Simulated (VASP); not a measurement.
MnO2:

```
CELL_PARAMETERS angstrom
2.85658 0.00000 0.00000
-1.42829 2.47387 0.00000
0.00000 0.00000 4.69340
ATOMIC_POSITIONS crystal
Mn 0.00000 0.00000 0.50000
O 0.33333 0.66667 0.70057
O 0.66667 0.33333 0.29943
```

Base run:

| Item | Value |
| --- | --- |
| Program | VASP 6.6.1 |
| Functional | PBEsol |
| Potentials or basis | VASP PAW PBE potentials, release 64 (Mn_pv, O) |
| Cutoff | 520 eV |
| k mesh | 9 × 9 × 5 |
| Occupations | fermi-dirac, width 0.05 eV |
| Spin | collinear spin, ferromagnetic start |
| Starting moments | [4.0, 0.0, 0.0] μB |

Its results: band gap on the k mesh 0.70 eV, indirect (least direct gap 0.76 eV); pressure -0.3 GPa; net moment 3.00 μB per cell; site moments Mn +2.83; O +0.04 μB; largest force 0.084 eV/Å.

**Question.** The run is repeated on the same cell with these changes: potentials or basis from VASP PAW PBE potentials, release 64 (Mn_pv, O) to VASP PAW PBE potentials, release 64 (Mn_sv, O); cutoff from 520 eV to 600 eV; valence electrons from 25 to 27. What comes out?

**Answer.** Band gap on the k mesh 0.72 eV, indirect (least direct gap 0.77 eV); pressure -2.2 GPa; net moment 3.00 μB per cell; site moments Mn +2.72; O +0.04 μB; largest force 0.007 eV/Å.

Caveats: the PAW data sets were made with another functional, which shifts forces and pressure a little; a cell with one magnetic atom can't hold antiferromagnetic order, which such compounds often take.

A k mesh can miss the band edges.
